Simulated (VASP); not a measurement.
# SnO (Cmme) in VASP: a series of runs

SnO is run at these levels: LDA; tasks: single point.

Everything below comes from runs of VASP 6.6.1. Logs are shortened: lines on timing, memory, paths and dates and some standing lists are left out, and cuts for length are marked.

### Step 1. The cell of the first run

It takes space group Cmme (No. 67, orthorhombic). The conventional cell has a = 5.363 Å, b = 5.390 Å, c = 4.836 Å, α = 90.00°, β = 90.00°, γ = 90.00°. Within 2.9 Å of Sn (site symmetry mm2) lie 4 O at 2.22 Å. Within 2.9 Å of O (site symmetry 222) lie 4 Sn at 2.22 Å and 4 O at 2.68 to 2.70 Å.

### Step 2. Single point, LDA (strain +0.0050 x Voigt [0, 0, 0, 0, 0, 1])

Contents of INCAR:

```
PREC     = Accurate       # precision mode
ENCUT    = 520            # plane-wave cutoff, eV
EDIFF    = 1E-7           # SCF threshold, eV
ISMEAR   = 0              # smearing method
SIGMA    = 0.03           # smearing width, eV
LREAL    = F              # projectors in reciprocal space
LASPH    = T              # aspherical terms in the spheres
NELM     = 80             # most SCF steps
ALGO     = Normal         # electronic algorithm
ISIF     = 2              # what is computed and relaxed
LWAVE    = F              # write WAVECAR
LCHARG   = T              # write CHGCAR
LELF     = T              # ELF
LVHAR    = T            
NBANDS   = 28             # bands
```

Contents of KPOINTS:

```
regular mesh
0
Gamma
  10 10 8
```

Contents of POSCAR:

```
SnO
1.0
    3.8020000000      0.0095050000      0.0000000000
    0.0095050000      3.8020000000      0.0000000000
    0.0000000000      0.0000000000      4.8360000000
Sn O
2 2
Direct
    0.0000000000      0.5000000000      0.2385000000
    0.5000000000      0.0000000000      0.7615000000
    0.0000000000      0.0000000000      0.0000000000
    0.5000000000      0.5000000000      0.0000000000
```

Potentials or basis: VASP PAW LDA potentials, release 64 (Sn_d, O).

The run is started by

```console
> cat potpaw_LDA.64/Sn_d/POTCAR potpaw_LDA.64/O/POTCAR > POTCAR
> mpirun -np 1 vasp_std > vasp.out
```

OUTCAR:

```text
PREC = Accurate
   ENCUT = 520
   EDIFF = 1E-7
   ISMEAR = 0
   LREAL = F
   LASPH = T
   NELM = 80
   ISIF = 2

 ion  position               nearest neighbor table
   1  0.000  0.500  0.239-   3 2.22   4 2.22   3 2.22   4 2.22   2 3.54   2 3.54   2 3.55   2 3.55
                             2 3.69   2 3.69   2 3.70   2 3.70
   2  0.500  0.000  0.761-   3 2.22   4 2.22   4 2.22   3 2.22   1 3.54   1 3.54   1 3.55   1 3.55
                             1 3.69   1 3.69   1 3.70   1 3.70
   3  0.000  0.000  0.000-   1 2.22   2 2.22   1 2.22   2 2.22
   4  0.500  0.500  0.000-   1 2.22   2 2.22   2 2.22   1 2.22

  LATTYP: Found a base centered orthorhombic cell.
 ALAT       =     5.3633978642
 B/A-ratio  =     1.0050125313
 C/A-ratio  =     0.9016672122

  Lattice vectors:

 A1 = (  -0.0095050000,  -3.8020000000,   0.0000000000)
 A2 = (   3.8020000000,   0.0095050000,   0.0000000000)
 A3 = (   0.0000000000,   0.0000000000,   4.8360000000)

Analysis of symmetry for initial positions (statically):
=====================================================================
 Subroutine PRICEL returns:
 Original cell was already a primitive cell.

 Routine SETGRP: Setting up the symmetry group for a
 base centered orthorhombic supercell.

 Subroutine GETGRP returns: Found  8 space group operations
 (whereof  4 operations were pure point group operations)
 out of a pool of  8 trial point group operations.

The static configuration has the point symmetry D_2 .
 The point group associated with its full space group is D_2h.

Analysis of symmetry for dynamics (positions and initial velocities):
=====================================================================
 Subroutine PRICEL returns:
 Original cell was already a primitive cell.

 Routine SETGRP: Setting up the symmetry group for a
 base centered orthorhombic supercell.

 Subroutine GETGRP returns: Found  8 space group operations
 (whereof  4 operations were pure point group operations)
 out of a pool of  8 trial point group operations.

The dynamic configuration has the point symmetry D_2 .
 The point group associated with its full space group is D_2h.

 Subroutine INISYM returns: Found  8 space group operations
 (whereof  4 operations are pure point group operations),
 and found     1 'primitive' translations

----------------------------------------------------------------------------------------

                                     Primitive cell

  volume of cell :      69.9049

  direct lattice vectors                    reciprocal lattice vectors
     3.802000000  0.009505000  0.000000000     0.263021107 -0.000657553  0.000000000
     0.009505000  3.802000000  0.000000000    -0.000657553  0.263021107  0.000000000
     0.000000000  0.000000000  4.836000000     0.000000000  0.000000000  0.206782465

  length of vectors
     3.802011881  3.802011881  4.836000000     0.263021929  0.263021929  0.206782465

  position of ions in fractional coordinates (direct lattice)
     0.000000000  0.500000000  0.238500000
     0.500000000  0.000000000  0.761500000
     0.000000000  0.000000000  0.000000000
     0.500000000  0.500000000  0.000000000

  ion indices of the primitive-cell ions
   primitive index   ion index
                 1           1
                 2           2
                 3           3
                 4           4

----------------------------------------------------------------------------------------

 KPOINTS: regular mesh

Automatic generation of k-mesh.
 Grid dimensions read from file:
 generate k-points for:   10   10    8

 Generating k-lattice:

  Cartesian coordinates                     Fractional coordinates (reciprocal lattice)
     0.026302111 -0.000065755  0.000000000     0.100000000  0.000000000  0.000000000
    -0.000065755  0.026302111  0.000000000     0.000000000  0.100000000  0.000000000
     0.000000000  0.000000000  0.025847808     0.000000000  0.000000000  0.125000000

  Length of vectors
     0.026302193  0.026302193  0.025847808

  Shift w.r.t. Gamma in fractional coordinates (k-lattice)
     0.000000000  0.000000000  0.000000000

 Subroutine IBZKPT returns following result:
 ===========================================

 Found    155 irreducible k-points:

 Following reciprocal coordinates:
            Coordinates               Weight
  0.000000  0.000000  0.000000      1.000000
  0.100000  0.000000  0.000000      4.000000
  0.200000  0.000000  0.000000      4.000000
  0.300000  0.000000  0.000000      4.000000
  0.400000 -0.000000  0.000000      4.000000
  0.500000 -0.000000  0.000000      2.000000
[... 16 lines left out ...]
  0.300000  0.300000  0.000000      2.000000
  0.400000  0.300000  0.000000      4.000000
 [... further k-points ...]
   k-points           NKPTS =    155   k-points in BZ     NKDIM =    155   number of bands    NBANDS=     28
   number of dos      NEDOS =    301   number of ions     NIONS =      4
   total plane-waves  NPLWV =  28224
[... 62 lines left out ...]

 E-fermi :   6.9010     XC(G=0): -10.6783

 val. band max:        6.8579025011   @ k =   0.1000   0.0000   0.0000
 cond. band min:       6.9277792658   @ k =   0.5000   0.5000   0.0000
 fundamental gap:      0.0698767647
 Fermi energy:         6.9010040927

 k-point     1 :       0.0000    0.0000    0.0000
  band No.  band energies     occupation
      1     -14.9955      2.00000
      2     -14.5751      2.00000
      3     -14.5712      2.00000
      4     -14.5684      2.00000
      5     -14.5181      2.00000
      6     -14.5155      2.00000
[... 20 lines left out ...]
     27      13.6058      0.00000
     28      14.0265      0.00000

 k-point     2 :       0.1000    0.0000    0.0000
  band No.  band energies     occupation
      1     -14.9900      2.00000
      2     -14.5726      2.00000
      3     -14.5689      2.00000
      4     -14.5668      2.00000
      5     -14.5192      2.00000
      6     -14.5116      2.00000
[... 20 lines left out ...]
     27      13.7704      0.00000
     28      14.8380      0.00000

 k-point     3 :       0.2000    0.0000    0.0000
  band No.  band energies     occupation
      1     -14.9742      2.00000
      2     -14.6067      2.00000
      3     -14.5657      2.00000
      4     -14.5621      2.00000
      5     -14.5356      2.00000
      6     -14.5218      2.00000
[... 20 lines left out ...]
     27      13.9654      0.00000
     28      16.4195      0.00000

 k-point     4 :       0.3000    0.0000    0.0000
  band No.  band energies     occupation
      1     -14.9494      2.00000
      2     -14.7034      2.00000
      3     -14.5552      2.00000
      4     -14.5520      2.00000
      5     -14.5300      2.00000
      6     -14.5251      2.00000
[... 20 lines left out ...]
     27      14.2610      0.00000
     28      17.4786      0.00000

 k-point     5 :       0.4000   -0.0000    0.0000
  band No.  band energies     occupation
      1     -14.9138      2.00000
      2     -14.7929      2.00000
      3     -14.5432      2.00000
      4     -14.5412      2.00000
      5     -14.5287      2.00000
      6     -14.5275      2.00000
[... 20 lines left out ...]
     27      14.6733      0.00000
     28      16.2938      0.00000

 k-point     6 :       0.5000   -0.0000    0.0000
  band No.  band energies     occupation
      1     -14.8631      2.00000
      2     -14.8631      2.00000
      3     -14.5337      2.00000
      4     -14.5337      2.00000
      5     -14.5324      2.00000
      6     -14.5324      2.00000
[... 463 lines left out ...]
      5     -14.5270      2.00000
      6     -14.5243      2.00000
[... 20 lines left out ...]
     27      14.8174      0.00000
     28      15.5791      0.00000

 k-point    22 :      -0.2000    0.2000    0.0000
  band No.  band energies     occupation
      1     -14.9622      2.00000
      2     -14.6864      2.00000
      3     -14.5715      2.00000
      4     -14.5460      2.00000
      5     -14.5362      2.00000
      6     -14.5211      2.00000
[... 20 lines left out ...]
     27      15.5507      0.00000
     28      15.7620      0.00000

 k-point    23 :       0.3000    0.3000    0.0000
  band No.  band energies     occupation
      1     -14.9441      2.00000
      2     -14.8247      2.00000
      3     -14.5533      2.00000
      4     -14.5289      2.00000
      5     -14.5273      2.00000
      6     -14.5246      2.00000
[... 20 lines left out ...]
     27      13.9192      0.00000
     28      15.2903      0.00000

 k-point    24 :       0.4000    0.3000    0.0000
  band No.  band energies     occupation
      1     -14.9351      2.00000
      2     -14.8776      2.00000
      3     -14.5368      2.00000
      4     -14.5327      2.00000
      5     -14.5315      2.00000
      6     -14.5183      2.00000
[... 20 lines left out ...]
     27      14.0495      0.00000
     28      14.8003      0.00000

 [... further k-points ...]

------------------------ aborting loop because EDIFF is reached ----------------------------------------

  FORCE on cell =-STRESS in cart. coord.  units (eV):
  Direction    XX          YY          ZZ          XY          YZ          ZX
  --------------------------------------------------------------------------------------
  -------------------------------------------------------------------------------------
  Total       -1.1208034     -1.1208034     -1.0563770     -0.1828722      0.0000000      0.0000000
  in kB      -25.6881136    -25.6881136    -24.2115008     -4.1913155      0.0000000      0.0000000
  external PRESSURE =     -25.1959093 kB  Pullay stress =       0.0000000 kB

 VOLUME and BASIS-vectors are now :
 -----------------------------------------------------------------------------
  energy-cutoff  :      520.00
  volume of cell :       69.90
      direct lattice vectors                 reciprocal lattice vectors
     3.802000000  0.009505000  0.000000000     0.263021107 -0.000657553  0.000000000
     0.009505000  3.802000000  0.000000000    -0.000657553  0.263021107  0.000000000
     0.000000000  0.000000000  4.836000000     0.000000000  0.000000000  0.206782465

 POSITION                                       TOTAL-FORCE (eV/Angst)
 -----------------------------------------------------------------------------------
      0.00475      1.90100      1.15339        -0.000000      0.000000     -0.152255
      1.90100      0.00475      3.68261        -0.000000      0.000000      0.152255
      0.00000      0.00000      0.00000         0.000000      0.000000      0.000000
      1.90575      1.90575      0.00000        -0.000000      0.000000      0.000000
 -----------------------------------------------------------------------------------
    total drift:                                0.000000      0.000000      0.000000

  FREE ENERGIE OF THE ION-ELECTRON SYSTEM (eV)
  ---------------------------------------------------
  free  energy   TOTEN  =       -25.7088285484 eV

  energy  without entropy=      -25.7087961521  energy(sigma->0) =      -25.70881235
```

It took 1.8 min on 1 thread of Intel Xeon 6975P-C (Granite Rapids), shared host; peak memory 0.33 GiB.

What came out:

- Free energy: -25.7088 eV
- Pressure: -2.5 GPa
- Largest force: 0.152 eV/Å
- Band gap on the k mesh: 0.07 eV (least direct gap 1.94 eV)

Forces in eV/Å, atoms in the order of the input:
```
Sn   0.000  0.000 -0.152
Sn   0.000  0.000  0.152
O    0.000  0.000  0.000
O    0.000  0.000  0.000
```

Levels at points of the mesh, in eV from the valence-band top:
```tsv
k point	band 18	band 19	band 20	band 21	band 22	band 23
(0.00, 0.00, 0.00)	-3.19	-3.12	-0.01	2.08	4.25	4.66
(0.50, 0.00, 0.00)	-4.86	-2.70	-2.70	3.15	3.15	5.86
(0.50, 0.50, 0.00)	-2.45	-1.89	-1.87	0.07	0.08	4.37
(0.00, 0.00, 0.50)	-3.14	-3.11	-2.19	1.54	2.89	2.92
(0.50, 0.00, 0.50)	-4.82	-1.72	-1.72	2.57	2.57	5.38
(0.50, 0.50, 0.50)	-2.66	-2.50	-2.46	2.36	2.37	3.99
```

Caveat: the cell differs from its parent crystal (strain +0.0050 x Voigt [0, 0, 0, 0, 0, 1]); spin-orbit coupling is left out, which moves the levels of the heavy elements.

### Step 3. Single point, LDA (strain +0.0175 x Voigt [0, 0, 0, 0, 0, 1])

Contents of INCAR:

```
PREC     = Accurate       # precision mode
ENCUT    = 520            # plane-wave cutoff, eV
EDIFF    = 1E-6           # SCF threshold, eV
ISMEAR   = 0              # smearing method
SIGMA    = 0.03           # smearing width, eV
LREAL    = False          # projectors in reciprocal space
LASPH    = True           # aspherical terms in the spheres
NELM     = 60             # most SCF steps
ALGO     = Normal         # electronic algorithm
ISIF     = 2              # what is computed and relaxed
LWAVE    = False          # write WAVECAR
LCHARG   = False          # write CHGCAR
GGA      = CA             # functional
NBANDS   = 28             # bands
```

Contents of KPOINTS:

```
Automatic mesh
0
Gamma
  10 10 8
```

POSCAR: that of step 2 with these lines changed.

```diff
@@ -2,4 +2,4 @@
 1.0
-    3.8020000000      0.0095050000      0.0000000000
-    0.0095050000      3.8020000000      0.0000000000
+    3.8020000000      0.0332675000      0.0000000000
+    0.0332675000      3.8020000000      0.0000000000
     0.0000000000      0.0000000000      4.8360000000
```

Potentials or basis: VASP PAW LDA potentials, release 64 (Sn_d, O).

The run is started by

```console
> cat potpaw_LDA.64/Sn_d/POTCAR potpaw_LDA.64/O/POTCAR > POTCAR
> mpirun -np 1 vasp_std > vasp.out
```

Wall time 96 s (1 thread of Intel Xeon 6975P-C (Granite Rapids), shared host); peak memory 0.33 GiB.

It converged, with:

| Quantity | Value |
| --- | --- |
| Free energy | -25.7038 eV |
| Pressure | -2.5 GPa |
| Largest force | 0.151 eV/Å |
| Band gap on the k mesh | 0.06 eV (least direct gap 1.89 eV) |

Forces in eV/Å, atoms in the order of the input:
```
Sn   0.000  0.000 -0.151
Sn   0.000  0.000  0.151
O    0.000  0.000  0.000
O    0.000  0.000  0.000
```

Stress tensor (GPa, compression positive):
```
-2.57 -1.47  0.00
-1.47 -2.57  0.00
 0.00  0.00 -2.44
```

Levels at points of the mesh, in eV from the valence-band top:
| k point | band 17 | band 18 | band 19 | band 20 | band 21 | band 22 | band 23 | band 24 |
| --- | --- | --- | --- | --- | --- | --- | --- | --- |
| (0.00, 0.00, 0.00) | -3.46 | -3.27 | -3.03 | -0.01 | 2.07 | 4.25 | 4.62 | 4.73 |
| (0.50, 0.00, 0.00) | -4.85 | -4.85 | -2.70 | -2.70 | 3.15 | 3.15 | 5.84 | 5.84 |
| (0.50, 0.50, 0.00) | -2.56 | -2.39 | -1.93 | -1.84 | 0.06 | 0.09 | 4.32 | 4.46 |
| (0.00, 0.00, 0.50) | -3.29 | -3.11 | -3.05 | -2.19 | 1.55 | 2.84 | 2.96 | 3.66 |
| (0.50, 0.00, 0.50) | -4.81 | -4.81 | -1.72 | -1.72 | 2.56 | 2.56 | 5.37 | 5.37 |
| (0.50, 0.50, 0.50) | -2.80 | -2.58 | -2.56 | -2.40 | 2.35 | 2.38 | 3.96 | 4.03 |

Caveat: the cell differs from its parent crystal (strain +0.0175 x Voigt [0, 0, 0, 0, 0, 1]); spin-orbit coupling is left out, which moves the levels of the heavy elements. A k mesh can miss the band edges.

### Step 4. Single point, LDA (strain +0.0125 x Voigt [0, 0, 0, 0, 0, 1])

Contents of INCAR:

```
PREC = Accurate ; ENCUT = 520
EDIFF = 1E-6 ; ISMEAR = 0
SIGMA = 0.03 ; LREAL = F
LASPH = T ; NELM = 80
ALGO = Normal ; ISIF = 2
LWAVE = F ; LCHARG = F
NBANDS = 28
```

KPOINTS is that of step 3.

POSCAR: that of step 3 with these lines changed.

```diff
@@ -2,4 +2,4 @@
 1.0
-    3.8020000000      0.0332675000      0.0000000000
-    0.0332675000      3.8020000000      0.0000000000
+    3.8020000000      0.0237625000      0.0000000000
+    0.0237625000      3.8020000000      0.0000000000
     0.0000000000      0.0000000000      4.8360000000
```

The run is started by

```console
> cat potpaw_LDA.64/Sn_d/POTCAR potpaw_LDA.64/O/POTCAR > POTCAR
> mpirun -np 1 vasp_std > vasp.out
```

Wall time 93 s (1 thread of Intel Xeon 6975P-C (Granite Rapids), shared host); peak memory 0.33 GiB.

Results (log left out):

```yaml
Free_energy: -25.7065 eV
Pressure: -2.5 GPa
Largest_force: 0.152 eV/Å
Band_gap_on_the_k_mesh: 0.06 eV (least direct gap 1.91 eV)
```

Forces on the atoms (eV/Å):
```
Sn   0.000  0.000 -0.152
Sn   0.000  0.000  0.152
O    0.000  0.000  0.000
O    0.000  0.000  0.000
```

Stress tensor (GPa, compression positive):
```
-2.58 -1.05  0.00
-1.05 -2.58  0.00
 0.00  0.00 -2.44
```

Levels at points of the mesh, in eV from the valence-band top:
```tsv
k point	band 18	band 19	band 20	band 21	band 22	band 23
(0.00, 0.00, 0.00)	-3.24	-3.07	-0.01	2.08	4.25	4.64
(0.50, 0.00, 0.00)	-4.85	-2.70	-2.70	3.15	3.15	5.85
(0.50, 0.50, 0.00)	-2.42	-1.91	-1.85	0.06	0.09	4.34
(0.00, 0.00, 0.50)	-3.11	-3.08	-2.19	1.55	2.86	2.94
(0.50, 0.00, 0.50)	-4.82	-1.72	-1.72	2.56	2.56	5.37
(0.50, 0.50, 0.50)	-2.62	-2.53	-2.42	2.35	2.38	3.97
```

Caveat: the cell differs from its parent crystal (strain +0.0125 x Voigt [0, 0, 0, 0, 0, 1]); spin-orbit coupling is left out, which moves the levels of the heavy elements.

### Step 5. The runs side by side

| cell | gap on the mesh (eV) | pressure (GPa) | largest force (eV/Å) |
| --- | --- | --- | --- |
| a = 3.802, b = 3.802, c = 4.836 Å, angles 90.0, 90.0, 89.7°, 4 atoms | 0.07 | -2.5 | 0.15 |
| a = 3.802, b = 3.802, c = 4.836 Å, angles 90.0, 90.0, 89.0°, 4 atoms | 0.06 | -2.5 | 0.15 |
| a = 3.802, b = 3.802, c = 4.836 Å, angles 90.0, 90.0, 89.3°, 4 atoms | 0.06 | -2.5 | 0.15 |

Alike in all rows: task single point; level LDA; potentials or basis VASP PAW LDA potentials, release 64 (Sn_d, O); no spin polarisation; k mesh 10 × 10 × 8; cutoff (eV) 520; smearing gaussian 0.03 eV.

Caveats: spin-orbit coupling is left out, which moves the levels of the heavy elements.

Total energies depend on the potentials used, so only differences within one code and one set of settings carry meaning.
